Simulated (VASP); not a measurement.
# AlGa3P4 (P-43m) in VASP: notebook, part 2 of 2

VASP 6.6.1. Earlier steps stand in the parts before.

## Step 4: Single point, PBE

This run uses another cell than the first one, of 20.78 Å³/atom, 1.098 times its volume.

INCAR reads:

```
ALGO = Normal ; EDIFF = 1E-6
ENCUT = 520 ; GGA = PE
ISIF = 2 ; ISMEAR = 0
LASPH = T ; LCHARG = T
LELF = T ; LREAL = F
LVHAR = T ; LWAVE = F
NBANDS = 41 ; NELM = 60
PREC = Accurate ; SIGMA = 0.1
```

KPOINTS reads:

```
k-points
0
Gamma
  4 4 4
```

POSCAR reads:

```
AlGa3P4
1.0
    5.4982594739      0.0000000000      0.0000000000
    0.0000000000      5.4982594739      0.0000000000
    0.0000000000      0.0000000000      5.4982594739
Al Ga P
1 3 4
Direct
    0.5000000000      0.5000000000      0.5000000000
    0.0000000000      0.0000000000      0.5000000000
    0.0000000000      0.5000000000      0.0000000000
    0.5000000000      0.0000000000      0.0000000000
    0.7495269071      0.7495269071      0.7495269071
    0.7495269071      0.2504730929      0.2504730929
    0.2504730929      0.7495269071      0.2504730929
    0.2504730929      0.2504730929      0.7495269071
```

Potentials or basis: VASP PAW PBE potentials, release 64 (Al, Ga_d, P).

Started as:

```console
$ cat potpaw_PBE.64/Al/POTCAR potpaw_PBE.64/Ga_d/POTCAR potpaw_PBE.64/P/POTCAR > POTCAR
$ mpirun -np 1 vasp_std > vasp.out
```

OUTCAR:

```text
EDIFF = 1E-6
   ENCUT = 520
   GGA = PE
   ISIF = 2
   ISMEAR = 0
   LASPH = T
   LREAL = F
   NELM = 60
   PREC = Accurate

 ion  position               nearest neighbor table
   1  0.500  0.500  0.500-   5 2.38   6 2.38   7 2.38   8 2.38
   2  0.000  0.000  0.500-   5 2.38   6 2.38   7 2.38   8 2.38
   3  0.000  0.500  0.000-   5 2.38   6 2.38   7 2.38   8 2.38
   4  0.500  0.000  0.000-   5 2.38   6 2.38   7 2.38   8 2.38
   5  0.750  0.750  0.750-   1 2.38   2 2.38   3 2.38   4 2.38
   6  0.750  0.250  0.250-   1 2.38   2 2.38   3 2.38   4 2.38
   7  0.250  0.750  0.250-   1 2.38   2 2.38   3 2.38   4 2.38
   8  0.250  0.250  0.750-   1 2.38   2 2.38   3 2.38   4 2.38

  LATTYP: Found a simple cubic cell.
 ALAT       =     5.4982594739

  Lattice vectors:

 A1 = (   5.4982594739,   0.0000000000,   0.0000000000)
 A2 = (   0.0000000000,   5.4982594739,   0.0000000000)
 A3 = (   0.0000000000,   0.0000000000,   5.4982594739)

Analysis of symmetry for initial positions (statically):
[... 176 lines left out ...]
 Fermi energy:         4.8331676215

 k-point     1 :       0.0000    0.0000    0.0000
  band No.  band energies     occupation
      1     -10.0950      2.00000
      2     -10.0950      2.00000
      3     -10.0950      2.00000
      4     -10.0015      2.00000
      5     -10.0015      2.00000
      6     -10.0015      2.00000
[... 429 lines left out ...]
     40       9.2235      0.00000
     41       9.2289      0.00000

------------------------ aborting loop because EDIFF is reached ----------------------------------------

  FORCE on cell =-STRESS in cart. coord.  units (eV):
  Direction    XX          YY          ZZ          XY          YZ          ZX
  --------------------------------------------------------------------------------------
  -------------------------------------------------------------------------------------
  Total        0.3553359      0.3553359      0.3553359      0.0000000      0.0000000      0.0000000
  in kB        3.4251060      3.4251060      3.4251060      0.0000000      0.0000000      0.0000000
  external PRESSURE =       3.4251060 kB  Pullay stress =       0.0000000 kB

 VOLUME and BASIS-vectors are now :
 -----------------------------------------------------------------------------
  energy-cutoff  :      520.00
  volume of cell :      166.22
      direct lattice vectors                 reciprocal lattice vectors
     5.498259474  0.000000000  0.000000000     0.181875738  0.000000000  0.000000000
     0.000000000  5.498259474  0.000000000     0.000000000  0.181875738  0.000000000
     0.000000000  0.000000000  5.498259474     0.000000000  0.000000000  0.181875738

 POSITION                                       TOTAL-FORCE (eV/Angst)
 -----------------------------------------------------------------------------------
      2.74913      2.74913      2.74913        -0.000000      0.000000     -0.000000
      0.00000      0.00000      2.74913        -0.000000     -0.000000     -0.000000
      0.00000      2.74913      0.00000        -0.000000     -0.000000     -0.000000
      2.74913      0.00000      0.00000        -0.000000      0.000000     -0.000000
      4.12109      4.12109      4.12109        -0.004717     -0.004717     -0.004717
      4.12109      1.37717      1.37717        -0.004717      0.004717      0.004717
      1.37717      4.12109      1.37717         0.004717     -0.004717      0.004717
      1.37717      1.37717      4.12109         0.004717      0.004717     -0.004717
 -----------------------------------------------------------------------------------
    total drift:                                0.000000      0.000000      0.000000

  FREE ENERGIE OF THE ION-ELECTRON SYSTEM (eV)
  ---------------------------------------------------
  free  energy   TOTEN  =       -37.7325633960 eV

  energy  without entropy=      -37.7325633960  energy(sigma->0) =      -37.73256340
```

OSZICAR:

```text
N       E                     dE             d eps       ncg     rms          rms(c)
DAV:   1     0.515255497757E+03    0.51526E+03   -0.27602E+04   902   0.201E+03
DAV:   2     0.402371857895E+02   -0.47502E+03   -0.45094E+03   876   0.551E+02
DAV:   3    -0.342561473113E+02   -0.74493E+02   -0.71648E+02   980   0.155E+02
DAV:   4    -0.387624043957E+02   -0.45063E+01   -0.44717E+01  1009   0.387E+01
DAV:   5    -0.388786902486E+02   -0.11629E+00   -0.11608E+00  1133   0.597E+00    0.852E+00
DAV:   6    -0.378308444603E+02    0.10478E+01   -0.19541E+00  1147   0.144E+01    0.525E+00
DAV:   7    -0.377301348631E+02    0.10071E+00   -0.94812E-01   993   0.368E+00    0.225E+00
DAV:   8    -0.377324111046E+02   -0.22762E-02   -0.13915E-01  1042   0.383E+00    0.350E-01
DAV:   9    -0.377317620496E+02    0.64906E-03   -0.18788E-02  1188   0.187E+00    0.109E-01
DAV:  10    -0.377322140221E+02   -0.45197E-03   -0.22310E-03   981   0.287E-01    0.686E-02
DAV:  11    -0.377325538747E+02   -0.33985E-03   -0.46808E-04  1026   0.935E-02    0.392E-02
DAV:  12    -0.377325619358E+02   -0.80611E-05   -0.34264E-05  1254   0.611E-02    0.206E-02
DAV:  13    -0.377325630856E+02   -0.11498E-05   -0.71350E-06   882   0.147E-02    0.621E-03
DAV:  14    -0.377325633960E+02   -0.31036E-06   -0.10060E-06   662   0.570E-03
   1 F= -.37732563E+02 E0= -.37732563E+02  d E =-.180222E-11
```

Run time: 64 s. Hardware: 1 thread of Intel Xeon Platinum 8375C at 2.90GHz (Ice Lake), shared host; peak memory 0.28 GiB.

What came out:

| Quantity | Value |
| --- | --- |
| Free energy | -37.7326 eV |
| Pressure | 0.3 GPa |
| Largest force | 0.008 eV/Å |
| Band gap on the k mesh | 1.65 eV, indirect (least direct gap 1.71 eV) |

Forces in eV/Å, atoms in the order of the input:
```
Al   0.000  0.000  0.000
Ga   0.000  0.000  0.000
Ga   0.000  0.000  0.000
Ga   0.000  0.000  0.000
P   -0.005 -0.005 -0.005
P   -0.005  0.005  0.005
P    0.005 -0.005  0.005
P    0.005  0.005 -0.005
```

A k mesh can miss the band edges. As with any semilocal functional, this PBE gap is likely too small.

## Step 5: Single point, PBE

This run uses another cell than the first one, of 20.88 Å³/atom, 1.103 times its volume.

INCAR reads:

```
SYSTEM = AlGa3P4
PREC = Accurate ; ENCUT = 520
EDIFF = 1E-6 ; ISMEAR = 0
SIGMA = 0.02 ; LREAL = .False.
LASPH = .True. ; NELM = 100
ALGO = Normal ; ISIF = 2
LWAVE = .False. ; LCHARG = .False.
GGA = PE ; NBANDS = 41
```

KPOINTS reads:

```
regular mesh
0
Gamma
  6 6 6
  0 0 0
```

POSCAR reads:

```
AlGa3P4
1.0
    5.5071725308      0.0000000000      0.0000000000
    0.0000000000      5.5071725308      0.0000000000
    0.0000000000      0.0000000000      5.5071725308
Al Ga P
1 3 4
Direct
    0.5000000000      0.5000000000      0.5000000000
    0.0000000000      0.0000000000      0.5000000000
    0.0000000000      0.5000000000      0.0000000000
    0.5000000000      0.0000000000      0.0000000000
    0.7494952029      0.7494952029      0.7494952029
    0.7494952029      0.2505047971      0.2505047971
    0.2505047971      0.7494952029      0.2505047971
    0.2505047971      0.2505047971      0.7494952029
```

Potentials or basis: VASP PAW PBE potentials, release 64 (Al, Ga_d, P).

Started as:

```console
$ cat potpaw_PBE.64/Al/POTCAR potpaw_PBE.64/Ga_d/POTCAR potpaw_PBE.64/P/POTCAR > POTCAR
$ mpirun -np 1 vasp_std > vasp.out
```

OUTCAR:

```text
SYSTEM = AlGa3P4
   PREC = Accurate
   ENCUT = 520
   EDIFF = 1E-6
   ISMEAR = 0
   LREAL = .False.
   LASPH = .True.
   NELM = 100
   ISIF = 2
   GGA = PE

 ion  position               nearest neighbor table
   1  0.500  0.500  0.500-   5 2.38   6 2.38   7 2.38   8 2.38
   2  0.000  0.000  0.500-   5 2.39   6 2.39   7 2.39   8 2.39
   3  0.000  0.500  0.000-   5 2.39   6 2.39   7 2.39   8 2.39
   4  0.500  0.000  0.000-   5 2.39   6 2.39   7 2.39   8 2.39
   5  0.749  0.749  0.749-   1 2.38   2 2.39   3 2.39   4 2.39
   6  0.749  0.251  0.251-   1 2.38   2 2.39   3 2.39   4 2.39
   7  0.251  0.749  0.251-   1 2.38   2 2.39   3 2.39   4 2.39
   8  0.251  0.251  0.749-   1 2.38   2 2.39   3 2.39   4 2.39

  LATTYP: Found a simple cubic cell.
[... 1084 lines left out ...]
  in kB       -0.5481725     -0.5481725     -0.5481725     -0.0000000      0.0000000      0.0000000
  external PRESSURE =      -0.5481725 kB  Pullay stress =       0.0000000 kB

 VOLUME and BASIS-vectors are now :
 -----------------------------------------------------------------------------
  energy-cutoff  :      520.00
  volume of cell :      167.03
      direct lattice vectors                 reciprocal lattice vectors
     5.507172531  0.000000000  0.000000000     0.181581382  0.000000000  0.000000000
     0.000000000  5.507172531  0.000000000     0.000000000  0.181581382  0.000000000
     0.000000000  0.000000000  5.507172531     0.000000000  0.000000000  0.181581382

 POSITION                                       TOTAL-FORCE (eV/Angst)
 -----------------------------------------------------------------------------------
      2.75359      2.75359      2.75359         0.000000      0.000000      0.000000
      0.00000      0.00000      2.75359         0.000000      0.000000      0.000000
      0.00000      2.75359      0.00000        -0.000000     -0.000000      0.000000
      2.75359      0.00000      0.00000         0.000000     -0.000000      0.000000
      4.12760      4.12760      4.12760        -0.002929     -0.002929     -0.002929
      4.12760      1.37957      1.37957        -0.002929      0.002929      0.002929
      1.37957      4.12760      1.37957         0.002929     -0.002929      0.002929
      1.37957      1.37957      4.12760         0.002929      0.002929     -0.002929
 -----------------------------------------------------------------------------------
    total drift:                                0.000000      0.000000      0.000000

  FREE ENERGIE OF THE ION-ELECTRON SYSTEM (eV)
  ---------------------------------------------------
  free  energy   TOTEN  =       -37.7426028194 eV

  energy  without entropy=      -37.7426028194  energy(sigma->0) =      -37.74260282
```

OSZICAR:

```text
N       E                     dE             d eps       ncg     rms          rms(c)
DAV:   1     0.505538583207E+03    0.50554E+03   -0.27555E+04  1772   0.199E+03
DAV:   2     0.388155594952E+02   -0.46672E+03   -0.44198E+03  1784   0.533E+02
DAV:   3    -0.342463334881E+02   -0.73062E+02   -0.70231E+02  1901   0.153E+02
DAV:   4    -0.387489722905E+02   -0.45026E+01   -0.44601E+01  2080   0.384E+01
DAV:   5    -0.388811284666E+02   -0.13216E+00   -0.13197E+00  2193   0.617E+00    0.847E+00
DAV:   6    -0.378387348656E+02    0.10424E+01   -0.19347E+00  2379   0.143E+01    0.521E+00
DAV:   7    -0.377403423555E+02    0.98393E-01   -0.93665E-01  1960   0.363E+00    0.225E+00
DAV:   8    -0.377425317501E+02   -0.21894E-02   -0.13940E-01  2106   0.384E+00    0.345E-01
DAV:   9    -0.377417840702E+02    0.74768E-03   -0.19061E-02  2357   0.188E+00    0.107E-01
DAV:  10    -0.377422531775E+02   -0.46911E-03   -0.22382E-03  1900   0.286E-01    0.692E-02
DAV:  11    -0.377425950208E+02   -0.34184E-03   -0.49713E-04  2117   0.952E-02    0.371E-02
DAV:  12    -0.377426020080E+02   -0.69872E-05   -0.31176E-05  2391   0.530E-02    0.206E-02
DAV:  13    -0.377426028194E+02   -0.81139E-06   -0.78795E-06  1768   0.161E-02
   1 F= -.37742603E+02 E0= -.37742603E+02  d E =-.810849E-22
```

stdout:

```text
POSCAR found type information on POSCAR AlGaP
 POSCAR found :  3 types and       8 ions
 scaLAPACK will be used
 LDA part: xc-table for (Slater+PW92), standard interpolation
 POSCAR, INCAR and KPOINTS ok, starting setup
 FFT: planning ... GRIDC
 FFT: planning ... GRID_SOFT
 FFT: planning ... GRID
 WAVECAR not read
 entering main loop
```

Wall time 1.7 min (1 thread of Intel Xeon Platinum 8375C at 2.90GHz (Ice Lake), shared host); peak memory 0.32 GiB.

Results:

```yaml
Free_energy: -37.7426 eV
Pressure: -0.1 GPa
Largest_force: 0.005 eV/Å
Band_gap_on_the_k_mesh: 1.64 eV, indirect (least direct gap 1.72 eV)
```

Forces on the atoms (eV/Å):
```
Al   0.000  0.000  0.000
Ga   0.000  0.000  0.000
Ga   0.000  0.000  0.000
Ga   0.000  0.000  0.000
P   -0.003 -0.003 -0.003
P   -0.003  0.003  0.003
P    0.003 -0.003  0.003
P    0.003  0.003 -0.003
```

A k mesh can miss the band edges.

## Step 6: Relaxation of cell and atoms, PBE

This run uses another cell than the first one, of 20.78 Å³/atom, 1.098 times its volume.

INCAR reads:

```
SYSTEM = AlGa3P4
PREC = Accurate ; ENCUT = 600
EDIFF = 1E-6 ; ISMEAR = 0
SIGMA = 0.02 ; LREAL = .False.
LASPH = .True. ; NELM = 100
ALGO = Normal ; ISIF = 3
LWAVE = .False. ; LCHARG = .False.
GGA = PE ; IBRION = 2
NSW = 100 ; EDIFFG = -0.01
```

KPOINTS reads:

```
Automatic mesh
0
Gamma
  6 6 6
  0 0 0
```

POSCAR reads:

```
AlGa3P4
1.0
    5.4982594739      0.0000000000      0.0000000000
    0.0000000000      5.4982594739      0.0000000000
    0.0000000000      0.0000000000      5.4982594739
Al Ga P
1 3 4
Direct
    0.5000000000      0.5000000000      0.5000000000
    0.0000000000      0.0000000000      0.5000000000
    0.0000000000      0.5000000000      0.0000000000
    0.5000000000      0.0000000000      0.0000000000
    0.7495269071      0.7495269071      0.7495269071
    0.7495269071      0.2504730929      0.2504730929
    0.2504730929      0.7495269071      0.2504730929
    0.2504730929      0.2504730929      0.7495269071
```

Potentials or basis: VASP PAW PBE potentials, release 64 (Al, Ga_d, P).

Started as:

```console
$ cat potpaw_PBE.64/Al/POTCAR potpaw_PBE.64/Ga_d/POTCAR potpaw_PBE.64/P/POTCAR > POTCAR
$ mpirun -np 1 vasp_std > vasp.out
```

Run time: 4 min. Hardware: 1 thread of Intel Xeon Platinum 8375C at 2.90GHz (Ice Lake), shared host; peak memory 0.41 GiB.

Results (log left out):

```
Free energy                            : -37.7425 eV
Relaxed volume                         : 20.87 Å³/atom
Relaxed cell                           : a = 5.506 Å, b = 5.506 Å, c = 5.506 Å, α = 90.00°, β = 90.00°, γ = 90.00°
Space group after relaxing (to 0.05 Å) : P-43m (No. 215)
Energy gained by relaxing              : 0.1 meV/atom
Ionic steps                            : 3
Pressure after relaxing                : 0.0 GPa
Largest force after relaxing           : 0.006 eV/Å
Band gap on the k mesh                 : 1.64 eV, indirect (least direct gap 1.72 eV)
```

Forces on the atoms (eV/Å):
```
Al   0.000  0.000  0.000
Ga   0.000  0.000  0.000
Ga   0.000  0.000  0.000
Ga   0.000  0.000  0.000
P   -0.003 -0.003 -0.003
P   -0.003  0.003  0.003
P    0.003 -0.003  0.003
P    0.003  0.003 -0.003
```

Step by step:
| step | energy change (eV) | largest force (eV/Å) | pressure (GPa) | volume (Å³) |
| --- | --- | --- | --- | --- |
| 1 | 0.0000 | 0.0075 | 0.34 | 166.22 |
| 2 | -0.0006 | 0.0048 | -0.16 | 167.27 |
| 3 | -0.0008 | 0.0058 | -0.01 | 166.95 |

Final structure:
```xyz
8
Lattice="5.5063 0.0000 0.0000 0.0000 5.5063 0.0000 0.0000 0.0000 5.5063" Properties=species:S:1:pos:R:3 pbc="T T T"
Al    2.7531    2.7531    2.7531
Ga    0.0000    0.0000    2.7531
Ga    0.0000    2.7531    0.0000
Ga    2.7531    0.0000    0.0000
P     4.1270    4.1270    4.1270
P     4.1270    1.3793    1.3793
P     1.3793    4.1270    1.3793
P     1.3793    1.3793    4.1270
```

Levels at points of the mesh, in eV from the valence-band top:
```tsv
k point	band 27	band 28	band 29	band 30	band 31	band 32	band 33	band 34	band 35	band 36
(0.00, 0.00, 0.00)	-2.42	-2.42	0.00	0.00	0.00	1.72	1.72	1.72	1.76	1.76
(0.50, 0.00, 0.00)	-3.12	-1.56	-1.56	-1.45	-1.45	2.27	2.45	3.69	3.77	4.60
(0.50, 0.50, 0.00)	-3.08	-1.09	-1.07	-1.07	-0.99	3.07	3.24	3.24	3.56	5.65
(0.50, 0.50, 0.50)	-0.97	-0.97	-0.93	-0.93	-0.93	1.64	1.64	1.64	2.63	4.49
```

A k mesh can miss the band edges. A hybrid or GW would open this gap; PBE tends to underestimate it.

## Step 7: Overview

```tsv
task	cell	k mesh	cutoff (eV)	smearing	gap on the mesh (eV)	pressure (GPa)	largest force (eV/Å)
single point	a = 5.330 Å, 8 atoms	4 × 4 × 4	520	gaussian 0.1 eV	1.52	9.5	-
single point	a = 5.498 Å, 8 atoms	4 × 4 × 4	520	gaussian 0.1 eV	1.65	0.3	0.01
single point	a = 5.507 Å, 8 atoms	6 × 6 × 6	520	gaussian 0.02 eV	1.64	-0.1	0.01
relaxation of cell and atoms	relaxed from a = 5.498 Å, 8 atoms	6 × 6 × 6	600	gaussian 0.02 eV	1.64	0.0	0.01
```

Alike in all rows: level PBE; potentials or basis VASP PAW PBE potentials, release 64 (Al, Ga_d, P); no spin polarisation.

Absolute energies hang on the potentials; compare differences alone.
